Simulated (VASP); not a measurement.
Set up this calculation in VASP 6.6.1, as the native input.

| Quantity | Value |
| --- | --- |
| Task | single point |
| Functional | r2SCAN |
| Potentials or basis | VASP PAW PBE potentials, release 64 (Si) |
| Cutoff | 520 eV |
| k mesh | 10 × 10 × 10 |
| Occupations | gaussian, width 0.03 eV |
| Spin | no spin polarisation |
| Dipole correction | no |
| Further INCAR settings | ALGO = Normal; EDIFF = 1e-06; NBANDS = 16 |

Crystal: Si.

```
CELL_PARAMETERS angstrom
-3.32544 3.32544 1.92239
3.32544 -3.32544 1.92239
3.32544 3.32544 -1.92239
ATOMIC_POSITIONS crystal
Si 0.24259 0.24259 0.48518
Si 0.82120 0.82120 0.64240
Si 0.17880 0.82120 0.00000
Si 0.82120 0.17880 0.00000
```

This cell differs from its parent crystal: atom 1 (Si) moved by (+0.600, +0.000) A along [1 1 0] and z.

One way to write it, as run:

POSCAR

```
Si
1.0
   -3.3254442900      3.3254442900      1.9223856600
    3.3254442900     -3.3254442900      1.9223856600
    3.3254442900      3.3254442900     -1.9223856600
Si
4
Direct
    0.2425916443      0.2425916443      0.4851832886
    0.8211989400      0.8211989400      0.6423978800
    0.1788010600      0.8211989400      0.0000000000
    0.8211989400      0.1788010600      0.0000000000
```

INCAR.step1

```
SYSTEM = Si
  PREC = Accurate
  ENCUT = 520
  ISMEAR = 0
  SIGMA = 0.03
  LREAL = .FALSE.
  LASPH = .TRUE.
  NELM = 60
  NBANDS = 16
  GGA = PE
  ALGO = Normal
  EDIFF = 1E-4
  LWAVE = .TRUE.
  LCHARG = .FALSE.
```

INCAR.step2

```
SYSTEM = Si
  PREC = Accurate
  ENCUT = 520
  EDIFF = 1E-6
  ISMEAR = 0
  SIGMA = 0.03
  LREAL = .FALSE.
  LASPH = .TRUE.
  NELM = 60
  ALGO = Normal
  ISIF = 2
  LWAVE = .FALSE.
  LCHARG = .FALSE.
  METAGGA = R2SCAN
  LMIXTAU = .TRUE.
  NBANDS = 16
  ISTART = 1
```

KPOINTS

```
Automatic mesh
0
G
  10 10 10
  0 0 0
```

Potentials or basis: VASP PAW PBE potentials, release 64 (Si).

Command:

```console
$ cat potpaw_PBE.64/Si/POTCAR > POTCAR
$ cp INCAR.step1 INCAR
$ mpirun -np 1 vasp_std > vasp.out
$ cp INCAR.step2 INCAR
$ mpirun -np 1 vasp_std > vasp.out
```

It gave:

```json
{
 "Pressure": "5.4 GPa",
 "Largest force": "6.567 eV/Å",
 "Band gap on the k mesh": "zero (bands 8 and 9 overlap by 0.81 eV)"
}
```

Caveat: the cell differs from its parent crystal (atom 1 (Si) moved by (+0.600, +0.000) A along [1 1 0] and z); the stress differs along the axes, from -4 to 23 GPa; the PAW data sets were made with another functional, which shifts forces and pressure a little.

It took 19 min on 1 thread of Intel Xeon 8259CL (shared host), peak memory 0.36 GiB.
